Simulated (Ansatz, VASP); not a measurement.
## TiPt3: VASP beside Ansatz

Contents of INCAR:

```
PREC = Accurate
ENCUT = 500
EDIFF = 1E-7
ISMEAR = 0
SIGMA = 0.1
LREAL = F
LASPH = T
NELM = 120
ALGO = Normal
ISIF = 3
LWAVE = F
LCHARG = F
GGA = PE
IBRION = 2
NSW = 100
EDIFFG = -0.01
GGA_COMPAT = F
NELMIN = 4
```

File KPOINTS:

```
regular mesh
0
Gamma
  12 12 12
```

The input POSCAR:

```
TiPt3
1.0
    3.9476363510      0.0000000000      0.0000000000
    0.0000000000      3.9476363510      0.0000000000
    0.0000000000      0.0000000000      3.9476363510
Ti Pt
1 3
Direct
    0.0000000000      0.0000000000      0.0000000000
    0.5000000000      0.5000000000      0.0000000000
    0.5000000000      0.0000000000      0.5000000000
    0.0000000000      0.5000000000      0.5000000000
```

Input for Ansatz:

```yaml
crystal:
  lattice:
    - [3.947636351, 0.0, 0.0]
    - [0.0, 3.947636351, 0.0]
    - [0.0, 0.0, 3.947636351]
  atoms:
    - { symbol: Ti, position: [0.0, 0.0, 0.0] }
    - { symbol: Pt, position: [0.5, 0.5, 0.0] }
    - { symbol: Pt, position: [0.5, 0.0, 0.5] }
    - { symbol: Pt, position: [0.0, 0.5, 0.5] }
basis:
  ecutwfc: 420
kpoints:
  mp_grid: { grid: [12, 12, 12] }
hamiltonian:
  xc: pbe
scf:
  occupations: { method: gaussian, width: 0.1 }
output:
  forces: true
  stress: true
  eigenvalues: true
relax:
  adjacent_minimum: "off"
  f_tol: 0.01
  max_steps: 80
  cell: { stress_tol: 0.05 }
```

Alike in both runs: task relaxation of cell and atoms; functional PBE; k mesh 12 × 12 × 12; occupations gaussian, width 0.1 eV; no spin polarisation.

|  | VASP | Ansatz |
| --- | --- | --- |
| version | VASP 6.6.1 | Ansatz 0.2.0 |
| potentials or method | VASP PAW PBE potentials, release 64 (Ti_sv, Pt), cutoff 500 eV | scalar-relativistic, plane waves, PAW |
| valence electrons in the cell | 42 | 66 |

Ansatz gave:

| Quantity | Value |
| --- | --- |
| gap on the k mesh at the Fermi level, each at its own relaxed structure (eV) | none |
| relaxed volume (Å³/atom) | 15.38 |
| relaxed cell length with the largest relative difference (Å) | 3.948 |

**Question.** Estimate VASP's values.

**Answer.** gap on the k mesh at the Fermi level, each at its own relaxed structure (eV): none; relaxed volume (Å³/atom): 15.36; relaxed cell length with the largest relative difference (Å): 3.946.

A gap of «none» marks a metal or a gap that the smearing closes. VASP's potentials hold 42 valence electrons a cell and Ansatz's 66, so a difference there can come from the potentials and not from the codes.

Spin-orbit coupling is off throughout.
